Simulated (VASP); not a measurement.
Write the native input for VASP 6.6.1 that does the following.

```yaml
Task: relaxation of cell and atoms
Functional: LDA
Potentials_or_basis: VASP PAW LDA potentials, release 64 (Au)
Cutoff: 600 eV
k_mesh: 11 × 11 × 11
Occupations: fermi-dirac, width 0.05 eV
Spin: no spin polarisation
Dipole_correction: no
Further_INCAR_settings: ALGO = Fast; EDIFF = 1e-06; IBRION = 2; EDIFFG = -0.01; NSW = 60; ISIF = 3
```

The structure of Au lies in POSCAR:

```
Au
1.0
   -1.6572690000      1.6572690000      1.6572690000
    1.6572690000     -1.6572690000      1.6572690000
    1.6572690000      1.6572690000     -1.6572690000
Au
1
Direct
    0.0000000000      0.0000000000      0.0000000000
```

The input as run:

INCAR

```
  ALGO = Fast
  EDIFF = 1E-6
  EDIFFG = -0.01
  ENCUT = 600
  IBRION = 2
  ISIF = 3
  ISMEAR = -1
  LASPH = True
  LCHARG = False
  LREAL = False
  LWAVE = False
  NELM = 80
  NSW = 60
  PREC = Accurate
  SIGMA = 0.05
```

KPOINTS

```
k-points
0
Gamma
  11 11 11
```

Potentials or basis: VASP PAW LDA potentials, release 64 (Au).

Run with:

```sh
$ cat potpaw_LDA.64/Au/POTCAR > POTCAR
$ mpirun -np 1 vasp_std > vasp.out
```

It gave:

- Relaxed volume: 16.70 Å³/atom
- Relaxed cell: a = 2.789 Å, b = 2.789 Å, c = 2.789 Å, α = 109.47°, β = 109.47°, γ = 109.47°
- Space group after relaxing (to 0.05 Å): Im-3m (No. 229)
- Energy gained by relaxing: 65.6 meV/atom
- Ionic steps: 4
- Pressure after relaxing: -0.1 GPa

It took 9.4 s on 1 thread of Intel(R) Xeon(R) 6975P-C (Granite Rapids), with other jobs on the host, peak memory 0.15 GiB.
